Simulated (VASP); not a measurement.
# BaTiO3 (P4mm) in VASP: notebook

The runs below take BaTiO3 through single point, with r2SCAN.

All numbers are computed with VASP 6.6.1; they aren't measurements. Logs are shortened: lines on timing, memory, paths and dates and some standing lists are left out, and cuts for length are marked.

## Step 1: The cell of the first run

Symmetry: P4mm, No. 99, tetragonal system. Conventional cell: a = 3.932 Å, b = 3.932 Å, c = 4.071 Å, α = 90.00°, β = 90.00°, γ = 90.00°. Ba (site symmetry 4mm) has 12 O at 2.77 to 2.89 Å and 8 Ti at 3.40 to 3.49 Å within 3.6 Å. Ti (site symmetry 4mm) has 6 O at 1.80 to 2.27 Å within 2.4 Å. O (site symmetry 4mm) has 2 Ti at 1.80 to 2.27 Å within 2.4 Å. O (site symmetry 2mm) has 2 Ti at 1.97 Å within 2.6 Å.

## Step 2: Single point, r2SCAN (volume changed by -3%)

Contents of POSCAR:

```
BaTiO3
1.0
    3.9322374886      0.0000000000      0.0000000000
    0.0000000000      3.9322374886      0.0000000000
    0.0000000000      0.0000000000      4.0706881686
Ba Ti O
1 1 3
Direct
    0.0000000000      0.0000000000     -0.0043576223
    0.5000000000      0.5000000000      0.4775257951
    0.5000000000      0.5000000000      0.0345450507
    0.5000000000      0.0000000000      0.5176433883
    0.0000000000      0.5000000000      0.5176433883
```

Contents of INCAR.step1:

```
SYSTEM = BaTiO3
PREC = Accurate ; ENCUT = 520
ISMEAR = 0 ; SIGMA = 0.01
LREAL = .FALSE. ; LASPH = .TRUE.
NELM = 80 ; NBANDS = 28
GGA = PE ; ALGO = Normal
EDIFF = 1E-4 ; LWAVE = .TRUE.
LCHARG = .FALSE.
```

Contents of INCAR.step2:

```
SYSTEM = BaTiO3
PREC = Accurate ; ENCUT = 520
EDIFF = 1E-7 ; ISMEAR = 0
SIGMA = 0.01 ; LREAL = .FALSE.
LASPH = .TRUE. ; NELM = 80
ALGO = Normal ; ISIF = 2
LWAVE = .FALSE. ; LCHARG = .FALSE.
METAGGA = R2SCAN ; LMIXTAU = .TRUE.
NBANDS = 28 ; ISTART = 1
```

Contents of KPOINTS:

```
Automatic mesh
0
G
  6 6 6
  0 0 0
```

Potentials or basis: VASP PAW PBE potentials, release 64 (Ba_sv, Ti_sv, O).

Started as:

```bash
cat potpaw_PBE.64/Ba_sv/POTCAR potpaw_PBE.64/Ti_sv/POTCAR potpaw_PBE.64/O/POTCAR > POTCAR
cp INCAR.step1 INCAR
mpirun -np 1 vasp_std > vasp.out
cp INCAR.step2 INCAR
mpirun -np 1 vasp_std > vasp.out
```

OUTCAR:

```text
SYSTEM = BaTiO3
   PREC = Accurate
   ENCUT = 520
   EDIFF = 1E-7
   ISMEAR = 0
   LREAL = .FALSE.
   LASPH = .TRUE.
   NELM = 80
   ISIF = 2
   METAGGA = R2SCAN
   ISTART = 1

 ion  position               nearest neighbor table
   1  0.000  0.000  0.996-   4 2.77   5 2.77   5 2.77   4 2.77   3 2.79   3 2.79   3 2.79   3 2.79
                             4 2.89   5 2.89   5 2.89   4 2.89   2 3.40   2 3.40   2 3.40   2 3.40
   2  0.500  0.500  0.478-   3 1.80   4 1.97   5 1.97   4 1.97   5 1.97   3 2.27   1 3.40   1 3.40
                             1 3.40   1 3.40   1 3.49   1 3.49   1 3.49   1 3.49
   3  0.500  0.500  0.035-   2 1.80   2 2.27   1 2.79   1 2.79   1 2.79   1 2.79
   4  0.500  0.000  0.518-   2 1.97   2 1.97   1 2.77   1 2.77   1 2.89   1 2.89
   5  0.000  0.500  0.518-   2 1.97   2 1.97   1 2.77   1 2.77   1 2.89   1 2.89

  LATTYP: Found a simple tetragonal cell.
 ALAT       =     3.9322374886
 C/A-ratio  =     1.0352091349

  Lattice vectors:

 A1 = (   3.9322374886,   0.0000000000,   0.0000000000)
 A2 = (   0.0000000000,   3.9322374886,   0.0000000000)
 A3 = (   0.0000000000,   0.0000000000,   4.0706881686)

Analysis of symmetry for initial positions (statically):
=====================================================================
 Subroutine PRICEL returns:
 Original cell was already a primitive cell.

 Routine SETGRP: Setting up the symmetry group for a
 simple tetragonal supercell.

 Subroutine GETGRP returns: Found  8 space group operations
 (whereof  8 operations were pure point group operations)
 out of a pool of 16 trial point group operations.

The static configuration has the point symmetry C_4v.

Analysis of symmetry for dynamics (positions and initial velocities):
=====================================================================
 Subroutine PRICEL returns:
 Original cell was already a primitive cell.

 Routine SETGRP: Setting up the symmetry group for a
 simple tetragonal supercell.

 Subroutine GETGRP returns: Found  8 space group operations
 (whereof  8 operations were pure point group operations)
 out of a pool of 16 trial point group operations.

The dynamic configuration has the point symmetry C_4v.

 Subroutine INISYM returns: Found  8 space group operations
 (whereof  8 operations are pure point group operations),
 and found     1 'primitive' translations

----------------------------------------------------------------------------------------

                                     Primitive cell

  volume of cell :      62.9430

  direct lattice vectors                    reciprocal lattice vectors
     3.932237489  0.000000000  0.000000000     0.254308140  0.000000000  0.000000000
     0.000000000  3.932237489  0.000000000     0.000000000  0.254308140  0.000000000
     0.000000000  0.000000000  4.070688169     0.000000000  0.000000000  0.245658709

  length of vectors
     3.932237489  3.932237489  4.070688169     0.254308140  0.254308140  0.245658709

  position of ions in fractional coordinates (direct lattice)
     0.000000000  0.000000000  0.995642378
     0.500000000  0.500000000  0.477525795
     0.500000000  0.500000000  0.034545051
     0.500000000  0.000000000  0.517643388
     0.000000000  0.500000000  0.517643388

  ion indices of the primitive-cell ions
   primitive index   ion index
                 1           1
                 2           2
                 3           3
                 4           4
                 5           5

----------------------------------------------------------------------------------------

 KPOINTS: Automatic mesh

Automatic generation of k-mesh.
 Grid dimensions read from file:
 generate k-points for:    6    6    6

 Generating k-lattice:

  Cartesian coordinates                     Fractional coordinates (reciprocal lattice)
     0.042384690  0.000000000  0.000000000     0.166666667  0.000000000  0.000000000
     0.000000000  0.042384690  0.000000000     0.000000000  0.166666667  0.000000000
     0.000000000  0.000000000  0.040943118     0.000000000  0.000000000  0.166666667

[... 49 lines left out ...]

  energy without entropy =      -74.19823606  energy(sigma->0) =      -74.19823606

 E-fermi :   3.9444     XC(G=0): -12.0062

 val. band max:        3.8374498131   @ k =   0.5000   0.5000   0.5000
 cond. band min:       6.1203478954   @ k =   0.0000   0.0000   0.0000
 fundamental gap:      2.2828980824
 Fermi energy:         3.9443898989

 k-point     1 :       0.0000    0.0000    0.0000
  band No.  band energies     occupation
      1     -54.8236      2.00000
      2     -30.1204      2.00000
      3     -29.9960      2.00000
      4     -29.9960      2.00000
      5     -21.8053      2.00000
      6     -14.2214      2.00000
[... 20 lines left out ...]
     27       9.4965      0.00000
     28      12.1300      0.00000

 k-point     2 :       0.1667    0.0000    0.0000
  band No.  band energies     occupation
      1     -54.8232      2.00000
      2     -30.1198      2.00000
      3     -30.0147      2.00000
      4     -29.9954      2.00000
      5     -21.7676      2.00000
      6     -14.2519      2.00000
[... 20 lines left out ...]
     27      10.0390      0.00000
     28      12.7881      0.00000

 k-point     3 :       0.3333    0.0000    0.0000
  band No.  band energies     occupation
      1     -54.8225      2.00000
      2     -30.1183      2.00000
      3     -30.0517      2.00000
      4     -29.9941      2.00000
      5     -21.6901      2.00000
      6     -14.4057      2.00000
[... 20 lines left out ...]
     27      11.2727      0.00000
     28      12.6967      0.00000

 k-point     4 :       0.5000    0.0000    0.0000
  band No.  band energies     occupation
      1     -54.8221      2.00000
      2     -30.1176      2.00000
      3     -30.0700      2.00000
      4     -29.9934      2.00000
      5     -21.6503      2.00000
      6     -14.5033      2.00000
[... 578 lines left out ...]
     27      11.6679      0.00000
     28      13.1782      0.00000

 k-point    23 :       0.3333    0.0000    0.3333
  band No.  band energies     occupation
      1     -54.8218      2.00000
      2     -30.1549      2.00000
      3     -30.0495      2.00000
      4     -29.9928      2.00000
      5     -21.6280      2.00000
      6     -14.1222      2.00000
[... 20 lines left out ...]
     27      12.7827      0.00000
     28      13.1435      0.00000

 k-point    24 :       0.5000    0.0000    0.3333
  band No.  band energies     occupation
      1     -54.8214      2.00000
      2     -30.1538      2.00000
      3     -30.0675      2.00000
      4     -29.9922      2.00000
      5     -21.5985      2.00000
      6     -14.1009      2.00000
[... 20 lines left out ...]
     27      12.6080      0.00000
     28      13.9204      0.00000

 [... further k-points ...]

------------------------ aborting loop because EDIFF is reached ----------------------------------------

  FORCE on cell =-STRESS in cart. coord.  units (eV):
  Direction    XX          YY          ZZ          XY          YZ          ZX
  --------------------------------------------------------------------------------------
  -------------------------------------------------------------------------------------
  Total        3.0697622      3.0697622      3.0999251      0.0000000      0.0000000      0.0000000
  in kB       78.1390283     78.1390283     78.9068057      0.0000000      0.0000000      0.0000000
  external PRESSURE =      78.3949541 kB  Pullay stress =       0.0000000 kB

 VOLUME and BASIS-vectors are now :
 -----------------------------------------------------------------------------
  energy-cutoff  :      520.00
  volume of cell :       62.94
      direct lattice vectors                 reciprocal lattice vectors
     3.932237489  0.000000000  0.000000000     0.254308140  0.000000000  0.000000000
     0.000000000  3.932237489  0.000000000     0.000000000  0.254308140  0.000000000
     0.000000000  0.000000000  4.070688169     0.000000000  0.000000000  0.245658709

 POSITION                                       TOTAL-FORCE (eV/Angst)
 -----------------------------------------------------------------------------------
      0.00000      0.00000      4.05295        -0.000000      0.000000      0.062792
      1.96612      1.96612      1.94386         0.000000     -0.000000      0.473426
      1.96612      1.96612      0.14062         0.000000      0.000000     -0.548018
      1.96612      0.00000      2.10716         0.000000      0.000000      0.005900
      0.00000      1.96612      2.10716        -0.000000      0.000000      0.005900
 -----------------------------------------------------------------------------------
    total drift:                                0.000000      0.000000     -0.007048

  FREE ENERGIE OF THE ION-ELECTRON SYSTEM (eV)
  ---------------------------------------------------
  free  energy   TOTEN  =       -74.1982360575 eV

  energy  without entropy=      -74.1982360575  energy(sigma->0) =      -74.19823606
```

It took 2.3 min on 1 thread of Intel Xeon 6975P-C (Granite Rapids), shared host; peak memory 0.21 GiB.

Results:

```
Free energy            : -74.1982 eV
Pressure               : 7.8 GPa
Largest force          : 0.548 eV/Å
Band gap on the k mesh : 2.28 eV, indirect (least direct gap 2.78 eV)
```

Forces on the atoms (eV/Å):
```
Ba   0.000  0.000  0.063
Ti   0.000  0.000  0.473
O    0.000  0.000 -0.548
O    0.000  0.000  0.006
O    0.000  0.000  0.006
```

Stress tensor (GPa, compression positive):
```
7.81 0.00 0.00
0.00 7.81 0.00
0.00 0.00 7.89
```

Caveat: the cell differs from its parent crystal (volume changed by -3%); the PAW data sets were made with another functional, which shifts forces and pressure a little; spin-orbit coupling is left out, which moves the levels of the heavy elements. A k mesh can miss the band edges.

## Step 3: Single point, r2SCAN

This run uses another cell than the first one, of 12.98 Å³/atom, 1.031 times its volume.

POSCAR: that of step 2 with these lines changed.

```diff
@@ -2,5 +2,5 @@
 1.0
-    3.9322374886      0.0000000000      0.0000000000
-    0.0000000000      3.9322374886      0.0000000000
-    0.0000000000      0.0000000000      4.0706881686
+    3.9723651325      0.0000000000      0.0000000000
+    0.0000000000      3.9723651325      0.0000000000
+    0.0000000000      0.0000000000      4.1122286721
 Ba Ti O
```

Contents of INCAR.step1:

```
PREC = Accurate ; ENCUT = 520
ISMEAR = 0 ; SIGMA = 0.01
LREAL = F ; LASPH = T
NELM = 80 ; NBANDS = 28
GGA = PE ; ALGO = Normal
EDIFF = 1E-4 ; LWAVE = T
LCHARG = F
```

Contents of INCAR.step2:

```
PREC = Accurate ; ENCUT = 520
EDIFF = 1E-6 ; ISMEAR = 0
SIGMA = 0.01 ; LREAL = F
LASPH = T ; NELM = 80
ALGO = Normal ; ISIF = 2
LWAVE = F ; LCHARG = F
METAGGA = R2SCAN ; LMIXTAU = T
NBANDS = 28 ; ISTART = 1
```

Contents of KPOINTS:

```
regular mesh
0
Gamma
  6 6 6
```

Potentials or basis: VASP PAW PBE potentials, release 64 (Ba_sv, Ti_sv, O).

Started as:

```bash
cat potpaw_PBE.64/Ba_sv/POTCAR potpaw_PBE.64/Ti_sv/POTCAR potpaw_PBE.64/O/POTCAR > POTCAR
cp INCAR.step1 INCAR
mpirun -np 1 vasp_std > vasp.out
cp INCAR.step2 INCAR
mpirun -np 1 vasp_std > vasp.out
```

It took 2.1 min on 1 thread of Intel Xeon 6975P-C (Granite Rapids), shared host; peak memory 0.22 GiB.

It converged, with:

- Free energy: -74.2593 eV
- Pressure: 1.9 GPa
- Largest force: 0.165 eV/Å
- Band gap on the k mesh: 2.21 eV, indirect (least direct gap 2.71 eV)

Forces in eV/Å, atoms in the order of the input:
```
Ba   0.000  0.000  0.029
Ti   0.000  0.000  0.165
O    0.000  0.000 -0.158
O    0.000  0.000 -0.018
O    0.000  0.000 -0.018
```

Stress tensor (GPa, compression positive):
```
1.87 0.00 0.00
0.00 1.87 0.00
0.00 0.00 2.05
```

Levels at points of the mesh, in eV from the valence-band top:
| k point | band 16 | band 17 | band 18 | band 19 | band 20 | band 21 | band 22 | band 23 | band 24 | band 25 |
| --- | --- | --- | --- | --- | --- | --- | --- | --- | --- | --- |
| (0.00, 0.00, 0.00) | -1.61 | -1.32 | -0.73 | -0.50 | -0.50 | 2.21 | 2.69 | 2.69 | 4.38 | 4.56 |
| (0.50, 0.00, 0.00) | -2.01 | -1.95 | -1.72 | -1.41 | -1.22 | 2.79 | 3.90 | 3.98 | 4.46 | 6.14 |
| (0.50, 0.50, 0.00) | -2.96 | -2.02 | -1.13 | -1.13 | -0.07 | 4.01 | 4.01 | 4.39 | 4.78 | 8.12 |
| (0.00, 0.00, 0.50) | -2.13 | -2.05 | -2.03 | -0.76 | -0.76 | 2.34 | 3.90 | 3.90 | 4.37 | 6.41 |
| (0.50, 0.00, 0.50) | -2.69 | -1.87 | -1.10 | -1.04 | -0.42 | 3.92 | 3.94 | 4.25 | 5.25 | 7.83 |
| (0.50, 0.50, 0.50) | -2.60 | -2.60 | -0.34 | -0.34 | 0.00 | 4.50 | 4.50 | 4.59 | 6.83 | 7.19 |

Caveat: the PAW data sets were made with another functional, which shifts forces and pressure a little; spin-orbit coupling is left out, which moves the levels of the heavy elements. A k mesh can miss the band edges.

## Step 4: Single point, r2SCAN (volume changed by +3%)

POSCAR: that of step 3 with these lines changed.

```diff
@@ -2,5 +2,5 @@
 1.0
-    3.9723651325      0.0000000000      0.0000000000
-    0.0000000000      3.9723651325      0.0000000000
-    0.0000000000      0.0000000000      4.1122286721
+    4.0116980383      0.0000000000      0.0000000000
+    0.0000000000      4.0116980383      0.0000000000
+    0.0000000000      0.0000000000      4.1529464555
 Ba Ti O
```

Contents of INCAR.step1:

```
SYSTEM = BaTiO3
ALGO = Normal ; EDIFF = 1E-4
ENCUT = 520 ; GGA = PE
ISMEAR = 0 ; LASPH = .True.
LCHARG = .False. ; LREAL = .False.
LWAVE = .True. ; NBANDS = 28
NELM = 60 ; PREC = Accurate
SIGMA = 0.01
```

Contents of INCAR.step2:

```
SYSTEM = BaTiO3
ALGO = Normal ; EDIFF = 1E-6
ENCUT = 520 ; ISIF = 2
ISMEAR = 0 ; ISTART = 1
LASPH = .True. ; LCHARG = .False.
LMIXTAU = .True. ; LREAL = .False.
LWAVE = .False. ; METAGGA = R2SCAN
NBANDS = 28 ; NELM = 60
PREC = Accurate ; SIGMA = 0.01
```

Contents of KPOINTS:

```
k-points
0
Gamma
  6 6 6
  0 0 0
```

Started as:

```bash
cat potpaw_PBE.64/Ba_sv/POTCAR potpaw_PBE.64/Ti_sv/POTCAR potpaw_PBE.64/O/POTCAR > POTCAR
cp INCAR.step1 INCAR
mpirun -np 1 vasp_std > vasp.out
cp INCAR.step2 INCAR
mpirun -np 1 vasp_std > vasp.out
```

It took 2.8 min on 1 thread of Intel Xeon 6975P-C (Granite Rapids), shared host; peak memory 0.22 GiB.

It converged, with:

```
Free energy            : -74.2539 eV
Pressure               : -3.1 GPa
Largest force          : 0.194 eV/Å
Band gap on the k mesh : 2.14 eV, indirect (least direct gap 2.65 eV)
```

Forces in eV/Å, atoms in the order of the input:
```
Ba   0.000  0.000 -0.001
Ti   0.000  0.000 -0.118
O    0.000  0.000  0.194
O    0.000  0.000 -0.038
O    0.000  0.000 -0.038
```

Stress tensor (GPa, compression positive):
```
-3.18  0.00  0.00
 0.00 -3.18  0.00
 0.00  0.00 -2.93
```

Levels at points of the mesh, in eV from the valence-band top:
```
           k point  band 17  band 18  band 19  band 20  band 21  band 22  band 23  band 24
(0.00, 0.00, 0.00)    -1.27    -0.74    -0.51    -0.51     2.14     2.60     2.60     4.16
(0.50, 0.00, 0.00)    -1.90    -1.69    -1.40    -1.21     2.69     3.74     3.82     4.25
(0.50, 0.50, 0.00)    -2.03    -1.14    -1.14    -0.07     3.85     3.85     4.22     4.55
(0.00, 0.00, 0.50)    -2.02    -1.95    -0.76    -0.76     2.26     3.75     3.75     4.16
(0.50, 0.00, 0.50)    -1.88    -1.11    -1.05    -0.41     3.76     3.78     4.09     5.00
(0.50, 0.50, 0.50)    -2.60    -0.33    -0.33     0.00     4.31     4.31     4.39     6.65
```

Caveat: the cell differs from its parent crystal (volume changed by +3%); the PAW data sets were made with another functional, which shifts forces and pressure a little; spin-orbit coupling is left out, which moves the levels of the heavy elements. A k mesh can miss the band edges.

## Step 5: Single point, r2SCAN (volume changed by +6%)

POSCAR: that of step 4 with these lines changed.

```diff
@@ -2,5 +2,5 @@
 1.0
-    4.0116980383      0.0000000000      0.0000000000
-    0.0000000000      4.0116980383      0.0000000000
-    0.0000000000      0.0000000000      4.1529464555
+    4.0502744244      0.0000000000      0.0000000000
+    0.0000000000      4.0502744244      0.0000000000
+    0.0000000000      0.0000000000      4.1928810828
 Ba Ti O
```

Contents of INCAR.step1:

```
  ALGO = Normal
  EDIFF = 1E-4
  ENCUT = 520
  GGA = PE
  ISMEAR = 0
  LASPH = T
  LCHARG = F
  LREAL = F
  LWAVE = T
  NBANDS = 28
  NELM = 60
  PREC = Accurate
  SIGMA = 0.01
```

Contents of INCAR.step2:

```
  ALGO = Normal
  EDIFF = 1E-6
  ENCUT = 520
  ISIF = 2
  ISMEAR = 0
  ISTART = 1
  LASPH = T
  LCHARG = T
  LELF = T
  LMIXTAU = T
  LREAL = F
  LVHAR = T
  LWAVE = F
  METAGGA = R2SCAN
  NBANDS = 28
  NELM = 60
  PREC = Accurate
  SIGMA = 0.01
```

Contents of KPOINTS:

```
k-points
0
Gamma
  6 6 6
```

Started as:

```bash
cat potpaw_PBE.64/Ba_sv/POTCAR potpaw_PBE.64/Ti_sv/POTCAR potpaw_PBE.64/O/POTCAR > POTCAR
cp INCAR.step1 INCAR
mpirun -np 1 vasp_std > vasp.out
cp INCAR.step2 INCAR
mpirun -np 1 vasp_std > vasp.out
```

It took 1.9 min on 1 thread of Intel Xeon 6975P-C (Granite Rapids), shared host; peak memory 0.22 GiB.

The run converged. Its results:

```yaml
Free_energy: -74.1918 eV
Pressure: -7.4 GPa
Largest_force: 0.512 eV/Å
Band_gap_on_the_k_mesh: 2.07 eV, indirect (least direct gap 2.58 eV)
```

Forces in eV/Å, atoms in the order of the input:
```
Ba   0.000  0.000 -0.027
Ti   0.000  0.000 -0.376
O    0.000  0.000  0.512
O    0.000  0.000 -0.055
O    0.000  0.000 -0.055
```

Stress tensor (GPa, compression positive):
```
-7.46  0.00  0.00
 0.00 -7.46  0.00
 0.00  0.00 -7.15
```

Levels at points of the mesh, in eV from the valence-band top:
| k point | band 17 | band 18 | band 19 | band 20 | band 21 | band 22 | band 23 | band 24 |
| --- | --- | --- | --- | --- | --- | --- | --- | --- |
| (0.00, 0.00, 0.00) | -1.22 | -0.75 | -0.51 | -0.51 | 2.07 | 2.51 | 2.51 | 3.96 |
| (0.50, 0.00, 0.00) | -1.86 | -1.65 | -1.38 | -1.19 | 2.59 | 3.59 | 3.67 | 4.05 |
| (0.50, 0.50, 0.00) | -2.03 | -1.15 | -1.15 | -0.06 | 3.69 | 3.69 | 4.05 | 4.35 |
| (0.00, 0.00, 0.50) | -1.98 | -1.86 | -0.76 | -0.76 | 2.18 | 3.60 | 3.60 | 3.95 |
| (0.50, 0.00, 0.50) | -1.88 | -1.11 | -1.05 | -0.40 | 3.61 | 3.62 | 3.93 | 4.76 |
| (0.50, 0.50, 0.50) | -2.60 | -0.33 | -0.33 | 0.00 | 4.13 | 4.13 | 4.21 | 6.48 |

Caveat: the cell differs from its parent crystal (volume changed by +6%); the PAW data sets were made with another functional, which shifts forces and pressure a little; spin-orbit coupling is left out, which moves the levels of the heavy elements.

## Step 6: Overview

| cell | gap on the mesh (eV) | pressure (GPa) | largest force (eV/Å) |
| --- | --- | --- | --- |
| a = 3.932, b = 3.932, c = 4.071 Å, 5 atoms | 2.28 | 7.8 | 0.55 |
| a = 3.972, b = 3.972, c = 4.112 Å, 5 atoms | 2.21 | 1.9 | 0.16 |
| a = 4.012, b = 4.012, c = 4.153 Å, 5 atoms | 2.14 | -3.1 | 0.19 |
| a = 4.050, b = 4.050, c = 4.193 Å, 5 atoms | 2.07 | -7.4 | 0.51 |

Alike in all rows: task single point; level r2SCAN; potentials or basis VASP PAW PBE potentials, release 64 (Ba_sv, Ti_sv, O); no spin polarisation; k mesh 6 × 6 × 6; cutoff (eV) 520; smearing gaussian 0.01 eV.

Caveats: the PAW data sets were made with another functional, which shifts forces and pressure a little; spin-orbit coupling is left out, which moves the levels of the heavy elements.

Total energies depend on the potentials used, so only differences within one code and one set of settings carry meaning.
